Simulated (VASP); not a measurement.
Runs of VASP 6.6.1 on CdTe. The structure is that of space group F-43m (No. 216), or close to it. The cells are those of the table. 

| cell | gap on the mesh (eV) | pressure (GPa) |
| --- | --- | --- |
| a = 4.567, b = 4.567, c = 4.497 Å, angles 60.5, 60.5, 59.0°, 2 atoms | (c) | 3.0 |
| a = 4.602, b = 4.602, c = 4.497 Å, angles 60.8, 60.8, 58.5°, 2 atoms | 1.25 | 2.2 |
| a = 4.706, b = 4.706, c = 4.636 Å, angles 60.5, 60.5, 59.0°, 2 atoms | 1.03 | -1.0 |
| a = 4.531, b = 4.531, c = 4.497 Å, angles 60.3, 60.3, 59.5°, 2 atoms | 1.39 | (b) |
| a = 4.775 Å, angles 60.0°, 2 atoms | 0.88 | (a) |

Alike in all rows: task single point; level r2SCAN; potentials or basis VASP PAW PBE potentials, release 64 (Cd, Te); no spin polarisation; k mesh 8 × 8 × 8; cutoff (eV) 520; smearing gaussian 0.05 eV.

**Question.** Fill in the values left out.

**Answer.** (a) -2.8; (b) 3.9; (c) 1.32.

Caveats: the PAW data sets were made with another functional, which shifts forces and pressure a little; spin-orbit coupling is left out, which moves the levels of the heavy elements; the cell stands under pressure (at least some runs).

A k mesh can miss the band edges, and the runs leave out spin-orbit coupling on Cd, Te.
